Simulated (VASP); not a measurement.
The system is GaN.

```
Ga N
1.0
     3.24681    0.00000    0.00000
    -1.62341    2.81182    0.00000
     0.00000    0.00000    5.28730
Ga N
2 2
Direct
  0.33333 0.66667 0.99903
  0.66667 0.33333 0.49903
  0.33333 0.66667 0.37597
  0.66667 0.33333 0.87597
```

This cell differs from its parent crystal: strain +2.0%.

Base run:

```yaml
Program: VASP 6.6.1
Functional: r2SCAN
Potentials_or_basis: VASP PAW PBE potentials, release 64 (Ga_d, N)
Cutoff: 520 eV
k_mesh: 12 × 12 × 6
Occupations: gaussian, width 0.01 eV
Spin: no spin polarisation
```

Its results: band gap on the k mesh 1.93 eV; pressure -9.4 GPa; largest force 0.004 eV/Å.

The run is repeated on the same cell with these changes: functional from r2SCAN to PBE; occupations from gaussian, width 0.01 eV to fermi-dirac, width 0.02 eV. What comes out?

Band gap on the k mesh 1.54 eV; pressure -4.0 GPa; largest force 0.004 eV/Å.

Caveats: the cell stands under tension; the PAW data sets were made with another functional, which shifts forces and pressure a little (at least some runs).

